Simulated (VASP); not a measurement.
Ge, 6 atoms in the cell. It takes space group Fd-3m (No. 227, cubic). The conventional cell has a = 5.676 Å, b = 5.676 Å, c = 5.676 Å, α = 90.00°, β = 90.00°, γ = 90.00°. Ge (site symmetry -43m) has 4 Ge at 2.46 Å within 3.2 Å. 

```yaml
Program: VASP 6.6.1
Task: single point
Functional: PBEsol
Potentials_or_basis: VASP PAW PBE potentials, release 64 (Ge_d)
Cutoff: 520 eV
k_mesh: 9 × 9 × 3
Occupations: fermi-dirac, width 0.02 eV
Spin: no spin polarisation
Dipole_correction: no
Further_INCAR_settings: ALGO = Normal; EDIFF = 1e-06; NBANDS = 51
```

Potentials or basis: VASP PAW PBE potentials, release 64 (Ge_d).

Run with:

```sh
$ cat potpaw_PBE.64/Ge_d/POTCAR > POTCAR
$ mpirun -np 1 vasp_std > vasp.out
```

Hardware: 1 thread of Intel Xeon 8259CL (shared host).

How long does it take, and how much memory?

Wall time 10 min on 1 thread of Intel Xeon 8259CL, on a shared host, peak memory 0.33 GiB. Counts: scf iterations 13, k points 31.
